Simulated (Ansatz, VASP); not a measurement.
Two plane-wave programs on C

Contents of INCAR:

```
SYSTEM = C
  ALGO = Normal
  EDIFF = 1E-6
  ENCUT = 520
  GGA = CA
  ISIF = 2
  ISMEAR = 0
  LASPH = .True.
  LCHARG = .False.
  LREAL = .False.
  LWAVE = .False.
  NBANDS = 16
  NELM = 60
  PREC = Accurate
  SIGMA = 0.03
```

KPOINTS

```
k-points
0
Gamma
  16 16 6
  0 0 0
```

POSCAR

```
C
1.0
    1.2227846672      2.1166507485      0.0000000000
    1.2227846672     -2.1166507485      0.0000000000
    0.0000000000      0.0000000000     -6.7194983675
C
4
Direct
    0.0722176660      0.9277823340      0.0000000000
    0.7611954652      0.2388045348      0.5000000000
    0.7388045348      0.2611954652      1.0000000000
    0.4277823340      0.5722176660      0.5000000000
```

Input for Ansatz:

```yaml
crystal:
  lattice:
    - [1.2227846672, 2.1166507485, 0.0]
    - [1.2227846672, -2.1166507485, 0.0]
    - [0.0, 0.0, -6.7194983675]
  atoms:
    - { symbol: C, position: [0.072217666, 0.927782334, 0.0] }
    - { symbol: C, position: [0.7611954652, 0.2388045348, 0.5] }
    - { symbol: C, position: [0.7388045348, 0.2611954652, 1.0] }
    - { symbol: C, position: [0.427782334, 0.572217666, 0.5] }
basis:
  ecutwfc: 420
kpoints:
  mp_grid: { grid: [16, 16, 6] }
hamiltonian:
  xc: lda
scf:
  occupations: { method: gaussian, width: 0.03 }
output:
  forces: true
  stress: true
  eigenvalues: true
```

Change from the starting cell: mode 1 (-37.7 1/cm) frozen in, largest displacement -0.400 Å.

Alike in both runs: task single point; functional LDA; k mesh 16 × 16 × 6; occupations gaussian, width 0.03 eV; no spin polarisation.

|  | VASP | Ansatz |
| --- | --- | --- |
| version | VASP 6.6.1 | Ansatz 0.2.0 |
| potentials or method | VASP PAW LDA potentials, release 64 (C), cutoff 520 eV | scalar-relativistic, plane waves, PAW |
| valence electrons in the cell | 16 | 16 |

Ansatz gave:

- gap on the k mesh at the Fermi level (eV): 0.52
- least direct gap on the mesh (eV): 0.53
- pressure (GPa): 0.0
- traceless stress, the component that is largest in VASP (GPa): -0.15
- rms of the force components (eV/Å): 0.005

Task: What did VASP give for the same quantities?

Result: gap on the k mesh at the Fermi level (eV): 0.52; least direct gap on the mesh (eV): 0.53; pressure (GPa): 0.8; traceless stress, the component that is largest in VASP (GPa): -1.09; rms of the force components (eV/Å): 0.005.

LDA's correlation is that of Perdew and Zunger in VASP and of Perdew and Wang (1992) in Ansatz. Atom by atom the forces differ by 0.000 eV/Å (rms over components).
